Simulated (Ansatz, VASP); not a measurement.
**TiN: VASP beside Ansatz**

Contents of POSCAR:

```
TiN
1.0
    0.0000000000      2.1372022166      2.1372022166
    2.1372022166      0.0000000000      2.1372022166
    2.1372022166      2.1372022166      0.0000000000
Ti N
1 1
Direct
    0.0000000000      0.0000000000      0.0000000000
    0.5000000000      0.5000000000      0.5000000000
```

The input INCAR.step1:

```
PREC = Accurate
ENCUT = 520
ISMEAR = 0
SIGMA = 0.1
LREAL = False
LASPH = True
NELM = 80
NBANDS = 16
GGA = PE
ALGO = Normal
EDIFF = 1E-4
LWAVE = True
LCHARG = False
```

INCAR.step2

```
PREC = Accurate
ENCUT = 520
EDIFF = 1E-6
ISMEAR = 0
SIGMA = 0.1
LREAL = False
LASPH = True
NELM = 80
ALGO = Normal
ISIF = 2
LWAVE = False
LCHARG = True
METAGGA = R2SCAN
LMIXTAU = True
LELF = True
LVHAR = True
NBANDS = 16
ISTART = 1
```

The input KPOINTS:

```
Automatic mesh
0
Gamma
  18 18 18
```

Input for Ansatz:

```yaml
crystal:
  lattice:
    - [0.0, 2.1372022166, 2.1372022166]
    - [2.1372022166, 0.0, 2.1372022166]
    - [2.1372022166, 2.1372022166, 0.0]
  atoms:
    - { symbol: Ti, position: [0.0, 0.0, 0.0] }
    - { symbol: "N", position: [0.5, 0.5, 0.5] }
basis:
  ecutwfc: 500
kpoints:
  mp_grid: { grid: [18, 18, 18] }
hamiltonian:
  xc: r2scan
scf:
  occupations: { method: gaussian, width: 0.1 }
output:
  forces: true
  stress: true
  eigenvalues: true
```

Alike in both runs: task single point; functional r2SCAN; k mesh 18 × 18 × 18; occupations gaussian, width 0.1 eV; no spin polarisation.

|  | VASP | Ansatz |
| --- | --- | --- |
| version | VASP 6.6.1 | Ansatz 0.2.0 |
| potentials or method | VASP PAW PBE potentials, release 64 (Ti_sv, N), cutoff 520 eV | scalar-relativistic, plane waves, PAW |
| valence electrons in the cell | 17 | 17 |

VASP gave:

| Quantity | Value |
| --- | --- |
| gap on the k mesh at the Fermi level (eV) | none |
| pressure (GPa) | -6.8 |

Question: What did Ansatz give for the same quantities?

Answer: gap on the k mesh at the Fermi level (eV): none; pressure (GPa): -8.2.

VASP's potentials were made for PBE, not for r2SCAN. A gap of «none» marks a metal or a gap that the smearing closes.
